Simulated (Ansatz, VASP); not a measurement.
**Two plane-wave programs on KMgF3**

File INCAR:

```
  ALGO = Normal
  EDIFF = 1E-6
  ENCUT = 520
  GGA = PS
  ISIF = 2
  ISMEAR = 0
  LASPH = T
  LCHARG = T
  LELF = T
  LREAL = F
  LVHAR = T
  LWAVE = F
  NBANDS = 24
  NELM = 80
  PREC = Accurate
  SIGMA = 0.02
```

The input KPOINTS:

```
k-points
0
Gamma
  6 6 6
```

POSCAR

```
KMgF3
1.0
    3.9912537769      0.0000000000      0.0000000000
    0.0000000000      3.9912537769      0.0000000000
    0.2394752266      0.0000000000      3.9912537769
K Mg F
1 1 3
Direct
    0.5000000000      0.5000000000      0.5000000000
    0.0000000000      0.0000000000      0.0000000000
    0.0000000000      0.5000000000      0.0000000000
    0.0000000000      0.0000000000      0.5000000000
    0.5000000000      0.0000000000      0.0000000000
```

Input for Ansatz:

```yaml
crystal:
  lattice:
    - [3.9912537769, 0.0, 0.0]
    - [0.0, 3.9912537769, 0.0]
    - [0.2394752266, 0.0, 3.9912537769]
  atoms:
    - { symbol: K, position: [0.5, 0.5, 0.5] }
    - { symbol: Mg, position: [0.0, 0.0, 0.0] }
    - { symbol: F, position: [0.0, 0.5, 0.0] }
    - { symbol: F, position: [0.0, 0.0, 0.5] }
    - { symbol: F, position: [0.5, 0.0, 0.0] }
basis:
  ecutwfc: 420
kpoints:
  mp_grid: { grid: [6, 6, 6] }
hamiltonian:
  xc: pbesol
scf:
  occupations: { method: gaussian, width: 0.02 }
output:
  forces: true
  stress: true
  eigenvalues: true
```

Change from the starting cell: shear of c along a, cell held, atoms relaxed: +6.0 %.

Alike in both runs: task single point; functional PBEsol; k mesh 6 × 6 × 6; occupations gaussian, width 0.02 eV; no spin polarisation.

```csv
,VASP,Ansatz
version,VASP 6.6.1,Ansatz 0.2.0
potentials or method,"VASP PAW PBE potentials, release 64 (K_sv, Mg, F), cutoff 520 eV","scalar-relativistic, plane waves, PAW"
valence electrons in the cell,32,40
```

|  | VASP | Ansatz | Ansatz less VASP |
| --- | --- | --- | --- |
| gap on the k mesh at the Fermi level (eV) | 7.03 | 7.05 | +0.024 |
| least direct gap on the mesh (eV) | 7.25 | 7.27 | +0.022 |
| pressure (GPa) | -0.3 | 0.1 | +0.39 |
| traceless stress, the component that is largest in VASP (GPa) | -2.77 | -2.74 | +0.036 |

VASP's potentials were made for PBE, not for PBEsol. With one functional, cell and mesh, what is left measures potentials, basis and numerics. VASP's potentials hold 32 valence electrons a cell and Ansatz's 40, so a difference there can come from the potentials and not from the codes.
